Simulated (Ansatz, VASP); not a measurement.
## SbSe4: VASP beside Ansatz

```
Sb Se
1.0
     4.99975    0.00000    0.00000
     0.00000    4.99975    0.00000
     0.00000    0.00000    5.25029
Sb Se
1 4
Direct
  0.00000 0.00000 0.00000
  0.00000 0.50000 0.50000
  0.50000 0.00000 0.50000
  0.50000 0.50000 0.50000
  0.50000 0.50000 0.00000
```

Alike in both runs: task relaxation of cell and atoms; functional PBE; k mesh 4 × 4 × 4; occupations gaussian, width 0.1 eV; no spin polarisation.

|  | VASP | Ansatz |
| --- | --- | --- |
| version | VASP 6.6.1 | Ansatz 0.2.0 |
| potentials or method | VASP PAW PBE potentials, release 64 (Sb, Se), cutoff 600 eV | scalar-relativistic, plane waves, PAW |
| valence electrons in the cell | 29 | 79 |

```csv
,VASP,Ansatz,Ansatz less VASP
"gap on the k mesh at the Fermi level, each at its own relaxed structure (eV)",none,none,-
relaxed volume (Å³/atom),26.06,25.92,-0.141
relaxed cell length with the largest relative difference (Å),5.069,5.047,-0.0220
```

A gap of «none» marks a metal or a gap that the smearing closes. VASP's potentials hold 29 valence electrons a cell and Ansatz's 79, so a difference there can come from the potentials and not from the codes.

Neither program's run includes spin-orbit coupling.
